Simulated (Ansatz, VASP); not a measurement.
**Two plane-wave programs on MoW3**

```xyz
4
Lattice="0.0000 3.1802 3.1802 3.1802 0.0000 3.1802 3.1802 3.1802 0.0000" Properties=species:S:1:pos:R:3 pbc="T T T"
Mo    3.1802    3.1802    3.1802
W     4.7703    4.7703    4.7703
W     1.5901    1.5901    1.5901
W     0.0000    0.0000    0.0000
```

Change from the starting cell: species swapped into the BiPd3 type (Fm-3m, No. 225).

Alike in both runs: task relaxation of cell and atoms; functional PBE; k mesh 12 × 12 × 12; occupations gaussian, width 0.1 eV; no spin polarisation.

|  | VASP | Ansatz |
| --- | --- | --- |
| version | VASP 6.6.1 | Ansatz 0.2.0 |
| potentials or method | VASP PAW PBE potentials, release 64 (Mo_sv, W_sv), cutoff 600 eV | scalar-relativistic, plane waves, PAW |
| valence electrons in the cell | 56 | 56 |

VASP gave:

```
gap on the k mesh at the Fermi level, each at its own relaxed structure (eV) : none
relaxed volume (Å³/atom)                                                     : 16.08
relaxed cell length with the largest relative difference (Å)                 : 4.497
```

Q: What did Ansatz give for the same quantities?

A: gap on the k mesh at the Fermi level, each at its own relaxed structure (eV): none; relaxed volume (Å³/atom): 16.05; relaxed cell length with the largest relative difference (Å): 4.494.

A gap of «none» marks a metal or a gap that the smearing closes.

Spin-orbit coupling is off throughout. Noted on VASP's run: the relaxation stopped at its first step, so nothing moved.
